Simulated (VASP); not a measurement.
Input of a VASP 6.6.1 run:

File POSCAR:

```
P
1.0
    0.0000000000      1.8607407650      1.8607407650
    1.8607407650      0.0000000000      1.8607407650
    1.8607407650      1.8607407650      0.0000000000
P
1
Direct
    0.0000000000      0.0000000000      0.0000000000
```

The input INCAR.step1:

```
SYSTEM = P
  PREC = Accurate
  ENCUT = 520
  ISMEAR = -1
  SIGMA = 0.1
  LREAL = .False.
  LASPH = .True.
  NELM = 100
  NBANDS = 8
  GGA = PE
  ALGO = Normal
  EDIFF = 1E-4
  LWAVE = .True.
  LCHARG = .False.
```

File INCAR.step2:

```
SYSTEM = P
  PREC = Accurate
  ENCUT = 520
  EDIFF = 1E-7
  ISMEAR = -1
  SIGMA = 0.1
  LREAL = .False.
  LASPH = .True.
  NELM = 100
  ALGO = Normal
  ISIF = 2
  LWAVE = .False.
  LCHARG = .True.
  METAGGA = R2SCAN
  LMIXTAU = .True.
  LELF = .True.
  LVHAR = .True.
  NBANDS = 8
  ISTART = 1
```

File KPOINTS:

```
Automatic mesh
0
Gamma
  16 16 16
  0 0 0
```

Potentials or basis: VASP PAW PBE potentials, release 64 (P).

Run with:

```console
$ cat potpaw_PBE.64/P/POTCAR > POTCAR
$ cp INCAR.step1 INCAR
$ mpirun -np 1 vasp_std > vasp.out
$ cp INCAR.step2 INCAR
$ mpirun -np 1 vasp_std > vasp.out
```

Task: What does it give for the pressure?

Result: 14.9 GPa.

Caveat: the PAW data sets were made with another functional, which shifts forces and pressure a little.
